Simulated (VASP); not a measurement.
**Ta: single point with LDA**

Crystal: Ta.

```xyz
2
Lattice="-1.6513 1.6513 1.6513 1.6513 -1.6513 1.6513 3.3026 3.3026 0.0000" Properties=species:S:1:pos:R:3 pbc="T T T"
Ta   -0.0530    0.0530    0.0000
Ta    1.7043    1.5982    1.6513
```

This cell differs from its parent crystal: atoms displaced along a vibrational mode.

| Property | Result |
| --- | --- |
| Program | VASP 6.6.1 |
| Task | single point |
| Functional | LDA |
| Potentials or basis | VASP PAW LDA potentials, release 64 (Ta_pv) |
| Cutoff | 520 eV |
| k mesh | 18 × 18 × 10 |
| Occupations | gaussian, width 0.15 eV |
| Spin | no spin polarisation |

The pressure is -8.1 GPa. The largest force is 0.404 eV/Å. The band gap on the k mesh is zero (bands 11 and 12 overlap by 2.91 eV).

Forces on the atoms (eV/Å):
```
Ta   0.285 -0.285  0.000
Ta  -0.285  0.285  0.000
```

Stress tensor (GPa, compression positive):
```
-8.11  0.14  0.00
 0.14 -8.11  0.00
 0.00  0.00 -7.98
```

Levels at points of the mesh, in eV from the Fermi level:
| k point | band 9 | band 10 | band 11 | band 12 | band 13 | band 14 |
| --- | --- | --- | --- | --- | --- | --- |
| (0.00, 0.00, 0.00) | -1.61 | 0.59 | 0.68 | 0.68 | 1.70 | 3.72 |
| (0.50, 0.00, 0.00) | -1.80 | -1.12 | -0.82 | -0.24 | 2.83 | 4.26 |
| (0.50, 0.50, 0.00) | -3.83 | -1.61 | 1.63 | 3.72 | 4.49 | 6.72 |
| (0.00, 0.00, 0.50) | -0.68 | -0.68 | -0.14 | -0.14 | 3.08 | 3.08 |
| (0.50, 0.00, 0.50) | -1.61 | -1.61 | 1.69 | 1.69 | 3.71 | 3.71 |
| (0.50, 0.50, 0.50) | -1.87 | -1.87 | 1.05 | 1.05 | 1.72 | 1.72 |

It took 2.1 min on 1 thread of Intel(R) Xeon(R) 6975P-C (Granite Rapids), on a shared host, peak memory 0.37 GiB.

Caveat: the cell differs from its parent crystal (atoms displaced along a vibrational mode); the cell stands under tension; spin-orbit coupling is left out, which moves the levels of the heavy elements.
